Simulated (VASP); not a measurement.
# GaC3 in VASP: further runs

The runs below take GaC3 through single point, with PBEsol.

Everything below comes from runs of VASP 6.6.1. Logs are shortened: lines on timing, memory, paths and dates and some standing lists are left out, and cuts for length are marked.

### Step 1. The cell of the first run

The structure is cubic, space group Pm-3m (No. 221). Conventional cell: a = 3.319 Å, b = 3.319 Å, c = 3.319 Å, α = 90.00°, β = 90.00°, γ = 90.00°. Ga (site symmetry m-3m) has 12 C at 2.35 Å within 3.1 Å. Within 3.1 Å of C (site symmetry 4/mmm) lie 4 Ga at 2.35 Å and 8 C at 2.35 Å.

### Step 2. Single point, PBEsol

File INCAR:

```
PREC = Accurate ; ENCUT = 600
EDIFF = 1E-6 ; ISMEAR = 1
SIGMA = 0.1 ; LREAL = False
LASPH = True ; NELM = 120
ALGO = Normal ; ISIF = 2
LWAVE = False ; LCHARG = False
GGA = PS ; NBANDS = 20
GGA_COMPAT = False
```

File KPOINTS:

```
Automatic mesh
0
Gamma
  6 6 6
```

File POSCAR:

```
GaC3
1.0
    3.3189480000      0.0000000000      0.0000000000
    0.0000000000      3.3189480000      0.0000000000
    0.0000000000      0.0000000000      3.3189480000
Ga C
1 3
Direct
    0.0000000000      0.0000000000      0.0000000000
    0.0000000000      0.5000000000      0.5000000000
    0.5000000000      0.0000000000      0.5000000000
    0.5000000000      0.5000000000      0.0000000000
```

Potentials or basis: VASP PAW PBE potentials, release 64 (Ga_d, C).

Launch:

```bash
$ cat potpaw_PBE.64/Ga_d/POTCAR potpaw_PBE.64/C/POTCAR > POTCAR
$ mpirun -np 1 vasp_std > vasp.out
```

OUTCAR:

```text
PREC = Accurate
   ENCUT = 600
   EDIFF = 1E-6
   ISMEAR = 1
   LREAL = False
   LASPH = True
   NELM = 120
   ISIF = 2
   GGA = PS

 ion  position               nearest neighbor table
   1  0.000  0.000  0.000-   2 2.35   3 2.35   4 2.35   2 2.35   3 2.35   2 2.35   4 2.35   2 2.35
                             3 2.35   4 2.35   3 2.35   4 2.35
   2  0.000  0.500  0.500-   1 2.35   1 2.35   1 2.35   1 2.35
   3  0.500  0.000  0.500-   1 2.35   1 2.35   1 2.35   1 2.35
   4  0.500  0.500  0.000-   1 2.35   1 2.35   1 2.35   1 2.35

  LATTYP: Found a simple cubic cell.
 ALAT       =     3.3189480000

  Lattice vectors:

 A1 = (   3.3189480000,   0.0000000000,   0.0000000000)
 A2 = (   0.0000000000,   3.3189480000,   0.0000000000)
 A3 = (   0.0000000000,   0.0000000000,   3.3189480000)

Analysis of symmetry for initial positions (statically):
=====================================================================
 Subroutine PRICEL returns:
 Original cell was already a primitive cell.

 Routine SETGRP: Setting up the symmetry group for a
 simple cubic supercell.

 Subroutine GETGRP returns: Found 48 space group operations
 (whereof 48 operations were pure point group operations)
 out of a pool of 48 trial point group operations.

The static configuration has the point symmetry O_h .

Analysis of symmetry for dynamics (positions and initial velocities):
=====================================================================
 Subroutine PRICEL returns:
 Original cell was already a primitive cell.

 Routine SETGRP: Setting up the symmetry group for a
 simple cubic supercell.

 Subroutine GETGRP returns: Found 48 space group operations
 (whereof 48 operations were pure point group operations)
 out of a pool of 48 trial point group operations.

The dynamic configuration has the point symmetry O_h .

 Subroutine INISYM returns: Found 48 space group operations
 (whereof 48 operations are pure point group operations),
 and found     1 'primitive' translations

----------------------------------------------------------------------------------------

                                     Primitive cell

  volume of cell :      36.5596

  direct lattice vectors                    reciprocal lattice vectors
     3.318948000  0.000000000  0.000000000     0.301300292  0.000000000  0.000000000
     0.000000000  3.318948000  0.000000000     0.000000000  0.301300292  0.000000000
     0.000000000  0.000000000  3.318948000     0.000000000  0.000000000  0.301300292

  length of vectors
     3.318948000  3.318948000  3.318948000     0.301300292  0.301300292  0.301300292

  position of ions in fractional coordinates (direct lattice)
     0.000000000  0.000000000  0.000000000
     0.000000000  0.500000000  0.500000000
     0.500000000  0.000000000  0.500000000
     0.500000000  0.500000000  0.000000000

  ion indices of the primitive-cell ions
   primitive index   ion index
                 1           1
                 2           2
                 3           3
                 4           4

----------------------------------------------------------------------------------------

 KPOINTS: Automatic mesh

Automatic generation of k-mesh.
 Grid dimensions read from file:
 generate k-points for:    6    6    6

 Generating k-lattice:

  Cartesian coordinates                     Fractional coordinates (reciprocal lattice)
     0.050216715  0.000000000  0.000000000     0.166666667  0.000000000  0.000000000
     0.000000000  0.050216715  0.000000000     0.000000000  0.166666667  0.000000000
     0.000000000  0.000000000  0.050216715     0.000000000  0.000000000  0.166666667

  Length of vectors
     0.050216715  0.050216715  0.050216715

  Shift w.r.t. Gamma in fractional coordinates (k-lattice)
     0.000000000  0.000000000  0.000000000

 Subroutine IBZKPT returns following result:
 ===========================================

 Found     20 irreducible k-points:

 Following reciprocal coordinates:
            Coordinates               Weight
  0.000000  0.000000  0.000000      1.000000
  0.166667  0.000000  0.000000      6.000000
  0.333333  0.000000  0.000000      6.000000
  0.500000  0.000000  0.000000      3.000000
  0.166667  0.166667  0.000000     12.000000
  0.333333  0.166667  0.000000     24.000000
[... 12 lines left out ...]
  0.500000  0.500000  0.333333      6.000000
  0.500000  0.500000  0.500000      1.000000
   k-points           NKPTS =     20   k-points in BZ     NKDIM =     20   number of bands    NBANDS=     20
   number of dos      NEDOS =    301   number of ions     NIONS =      4
   total plane-waves  NPLWV =  21952
   dimension x,y,z NGX =    28 NGY =   28 NGZ =   28
   dimension x,y,z NGXF=    56 NGYF=   56 NGZF=   56
   ions per type =               1   3
   NGX,Y,Z   is equivalent  to a cutoff of  14.03, 14.03, 14.03 a.u.
   NGXF,Y,Z  is equivalent  to a cutoff of  28.05, 28.05, 28.05 a.u.
 SYSTEM =  unknown system
   PREC   = accura    normal or accurate (medium, high low for compatibility)
   ISTART =      0    job   : 0-new  1-cont  2-samecut
   ICHARG =      2    charge: 1-file 2-atom 10-const
   ISPIN  =      1    spin polarized calculation?
   LNONCOLLINEAR =      F non collinear calculations
   LSORBIT =      F    spin-orbit coupling
   LASPH  =      T    aspherical Exc in radial PAW
   ENCUT  =  600.0 eV  44.10 Ry    6.64 a.u.   6.63  6.63  6.63*2*pi/ulx,y,z
   NELM   =    120;   NELMIN=  2; NELMDL= -5     # of ELM steps
   EDIFF  = 0.1E-05   stopping-criterion for ELM
   LREAL  =      F    real-space projection
   EDIFFG = 0.1E-04   stopping-criterion for IOM
   NSW    =      0    number of steps for IOM
   IBRION =     -1    ionic relax: 0-MD 1-quasi-New 2-CG
   NFREE  =      0    steps in history (QN), initial steepest desc. (CG)
   ISIF   =      2    stress and relaxation
   ISYM   =      2    0-nonsym 1-usesym 2-fastsym
   POTIM  = 0.5000    time-step for ionic-motion
   TEBEG  =    0.0;   TEEND  =   0.0 temperature during run
   PSTRESS=    0.0 pullay stress
   NELECT =      25.0000    total number of electrons
   NUPDOWN=      -1.0000    fix difference up-down
   EMIN   =  10.00;   EMAX   =-10.00  energy-range for DOS
   EFERMI =   0.00;   METHOD = LEGACY
   ISMEAR =     1;   SIGMA  =   0.10  broadening in eV -4-tet -1-fermi 0-gaus
   EFERMI_NEDOS =   21; number of points for ismear=-14 and -15
   IALGO  =     38    algorithm
   IMIX   =      4    mixing-type and parameters
     AMIX     =   0.40;   BMIX     =  1.00
     AMIX_MAG =   1.60;   BMIX_MAG =  1.00
  volume/ion in A,a.u.               =       9.14        61.68
  Fermi-wavevector in a.u.,A,eV,Ry     =   1.442296  2.725544 28.303079  2.080218
  Thomas-Fermi vector in A             =   2.560832
   LORBIT       =      0    0 simple, 1 ext, 2 COOP (PROOUT), +10 PAW based schemes
   GGA     = PS    functional components
   LHFCALC =     F    Hartree Fock is set to
   AEXX    =    0.0000 exact exchange contribution
   IVDW    =     0    specifies the selected vdW correction
   LEPSILON=     F    determine dielectric tensor
   LRPA    =     F    only Hartree local field effects (RPA)
 non-spin polarized calculation
 Methfessel and Paxton  Order N= 1 SIGMA  =   0.10
  energy-cutoff  :      600.00
  volume of cell :       36.56
 maximum number of plane-waves:      1233
 NGX is ok and might be reduce to    28
   NGX = 13   NGY = 13   NGZ = 13

 number of electron      25.0000005 magnetization

 Free energy of the ion-electron system (eV)
  ---------------------------------------------------
  ext. energy  EPLUGINS =         0.00000000
  ---------------------------------------------------
  free energy    TOTEN  =       -19.68278019 eV

  energy without entropy =      -19.68274585  energy(sigma->0) =      -19.68276874

 E-fermi :   7.3075     XC(G=0): -12.6688

 val. band max:        7.2891067080   @ k =   0.0000   0.0000   0.0000
 cond. band min:       7.3773619029   @ k =   0.3333   0.1667   0.1667
 fundamental gap:      0.0882551949
 Fermi energy:         7.3074903494

 k-point     1 :       0.0000    0.0000    0.0000
  band No.  band energies     occupation
      1      -9.2575      2.00000
      2      -7.6406      2.00000
      3      -7.6406      2.00000
      4      -7.4312      2.00000
      5      -7.4312      2.00000
      6      -7.4312      2.00000
[... 12 lines left out ...]
     19      19.2799      0.00000
     20      19.2799      0.00000

 k-point     2 :       0.1667    0.0000    0.0000
  band No.  band energies     occupation
      1      -8.9309      2.00000
      2      -7.6295      2.00000
      3      -7.6145      2.00000
      4      -7.4572      2.00000
      5      -7.4572      2.00000
      6      -7.4300      2.00000
[... 12 lines left out ...]
     19      18.3826      0.00000
     20      19.2999      0.00000

 k-point     3 :       0.3333    0.0000    0.0000
  band No.  band energies     occupation
      1      -8.0276      2.00000
      2      -7.6073      2.00000
      3      -7.5079      2.00000
      4      -7.5079      2.00000
      5      -7.5006      2.00000
      6      -7.4274      2.00000
[... 12 lines left out ...]
     19      16.7155      0.00000
     20      17.9137      0.00000

 k-point     4 :       0.5000    0.0000    0.0000
  band No.  band energies     occupation
      1      -7.6571      2.00000
      2      -7.5962      2.00000
      3      -7.5327      2.00000
      4      -7.5327      2.00000
      5      -7.4262      2.00000
      6      -6.6358      2.00000
[... 337 lines left out ...]
 k-point    19 :       0.5000    0.5000    0.3333
  band No.  band energies     occupation
      1      -7.7688      2.00000
      2      -7.6911      2.00000
      3      -7.6911      2.00000
      4      -7.4118      2.00000
      5      -7.3657      2.00000
      6      -2.5408      2.00000
[... 12 lines left out ...]
     19      19.7728      0.00000
     20      20.2561      0.00000

 k-point    20 :       0.5000    0.5000    0.5000
  band No.  band energies     occupation
      1      -7.7408      2.00000
      2      -7.7408      2.00000
      3      -7.7408      2.00000
      4      -7.3632      2.00000
      5      -7.3632      2.00000
      6      -1.5726      2.00000
[... 12 lines left out ...]
     19      20.9865      0.00000
     20      20.9865      0.00000

------------------------ aborting loop because EDIFF is reached ----------------------------------------

  FORCE on cell =-STRESS in cart. coord.  units (eV):
  Direction    XX          YY          ZZ          XY          YZ          ZX
  --------------------------------------------------------------------------------------
  -------------------------------------------------------------------------------------
  Total       -1.2225383     -1.2225383     -1.2225383      0.0000000     -0.0000000     -0.0000000
  in kB      -53.5761769    -53.5761769    -53.5761769      0.0000000     -0.0000000     -0.0000000
  external PRESSURE =     -53.5761769 kB  Pullay stress =       0.0000000 kB

 VOLUME and BASIS-vectors are now :
 -----------------------------------------------------------------------------
  energy-cutoff  :      600.00
  volume of cell :       36.56
      direct lattice vectors                 reciprocal lattice vectors
     3.318948000  0.000000000  0.000000000     0.301300292  0.000000000  0.000000000
     0.000000000  3.318948000  0.000000000     0.000000000  0.301300292  0.000000000
     0.000000000  0.000000000  3.318948000     0.000000000  0.000000000  0.301300292

 POSITION                                       TOTAL-FORCE (eV/Angst)
 -----------------------------------------------------------------------------------
      0.00000      0.00000      0.00000         0.000000      0.000000      0.000000
      0.00000      1.65947      1.65947         0.000000      0.000000      0.000000
      1.65947      0.00000      1.65947         0.000000      0.000000      0.000000
      1.65947      1.65947      0.00000         0.000000      0.000000      0.000000
 -----------------------------------------------------------------------------------
    total drift:                               -0.000000      0.000000     -0.000000

  FREE ENERGIE OF THE ION-ELECTRON SYSTEM (eV)
  ---------------------------------------------------
  free  energy   TOTEN  =       -19.6827801895 eV

  energy  without entropy=      -19.6827458458  energy(sigma->0) =      -19.68276874
```

Wall time 8.2 s (1 thread of Intel Xeon Platinum 8559C (Emerald Rapids), shared host); peak memory 0.15 GiB.

Results:

```yaml
Free_energy: -19.6828 eV
Pressure: -5.4 GPa
```

Caveat: the PAW data sets were made with another functional, which shifts forces and pressure a little.

### Step 3. Single point, PBEsol

File INCAR:

```
SYSTEM = GaC3
ALGO     = Normal         ! electronic algorithm
EDIFF    = 1E-6           ! SCF threshold, eV
ENCUT    = 600            ! plane-wave cutoff, eV
GGA      = PS             ! functional
GGA_COMPAT= .False.      
ISIF     = 2              ! what is computed and relaxed
ISMEAR   = 1              ! smearing method
LASPH    = .True.         ! aspherical terms in the spheres
LCHARG   = .False.        ! write CHGCAR
LREAL    = .False.        ! projectors in reciprocal space
LWAVE    = .False.        ! write WAVECAR
NBANDS   = 20             ! bands
NELM     = 120            ! most SCF steps
PREC     = Accurate       ! precision mode
SIGMA    = 0.1            ! smearing width, eV
```

File KPOINTS:

```
k-points
0
Gamma
  6 6 6
  0 0 0
```

Edit POSCAR of step 2 so:

```diff
@@ -11,2 +11,2 @@
     0.5000000000      0.0000000000      0.5000000000
-    0.5000000000      0.5000000000      0.0000000000
+    0.5100000000      0.5000000000      0.0000000000
```

Potentials or basis: VASP PAW PBE potentials, release 64 (Ga_d, C).

Launch:

```bash
$ cat potpaw_PBE.64/Ga_d/POTCAR potpaw_PBE.64/C/POTCAR > POTCAR
$ mpirun -np 1 vasp_std > vasp.out
```

Run time: 23 s. Hardware: 1 thread of Intel Xeon Platinum 8559C (Emerald Rapids), shared host; peak memory 0.18 GiB.

It converged, with:

```
Free energy   : -19.6844 eV
Pressure      : -5.3 GPa
Largest force : 0.127 eV/Å
```

Forces in eV/Å, atoms in the order of the input:
```
Ga   0.114  0.000  0.000
C   -0.085  0.000  0.000
C   -0.127  0.000  0.000
C    0.099  0.000  0.000
```

Stress tensor (GPa, compression positive):
```
-5.42  0.00  0.00
 0.00 -5.24  0.00
 0.00  0.00 -5.32
```

Levels at points of the mesh, in eV from the Fermi level:
| k point | band 9 | band 10 | band 11 | band 12 | band 13 | band 14 | band 15 | band 16 | band 17 | band 18 |
| --- | --- | --- | --- | --- | --- | --- | --- | --- | --- | --- |
| (0.00, 0.00, 0.00) | -5.36 | -5.36 | -5.34 | -0.03 | 1.37 | 1.38 | 1.38 | 3.93 | 3.94 | 3.94 |
| (0.50, 0.00, 0.00) | -2.85 | -2.84 | -1.93 | -1.93 | -1.58 | -0.56 | 0.67 | 3.72 | 3.73 | 6.47 |
| (0.00, 0.50, 0.00) | -2.84 | -2.84 | -1.95 | -1.93 | -1.58 | -0.56 | 0.67 | 3.73 | 3.73 | 6.48 |
| (0.00, 0.00, 0.50) | -2.84 | -2.84 | -1.94 | -1.94 | -1.58 | -0.55 | 0.68 | 3.73 | 3.73 | 6.47 |
| (0.50, 0.50, 0.00) | -8.80 | -0.98 | -0.55 | -0.44 | -0.35 | -0.35 | -0.19 | 4.26 | 4.68 | 4.95 |
| (0.00, 0.50, 0.50) | -8.79 | -0.98 | -0.54 | -0.44 | -0.35 | -0.29 | -0.25 | 4.25 | 4.64 | 4.96 |
| (0.50, 0.00, 0.50) | -8.79 | -0.98 | -0.44 | -0.44 | -0.35 | -0.35 | -0.30 | 4.25 | 4.69 | 4.96 |
| (0.50, 0.50, 0.50) | -7.08 | -7.08 | -7.07 | -7.07 | -3.36 | 4.72 | 4.72 | 4.72 | 5.12 | 5.13 |

Caveat: the PAW data sets were made with another functional, which shifts forces and pressure a little.
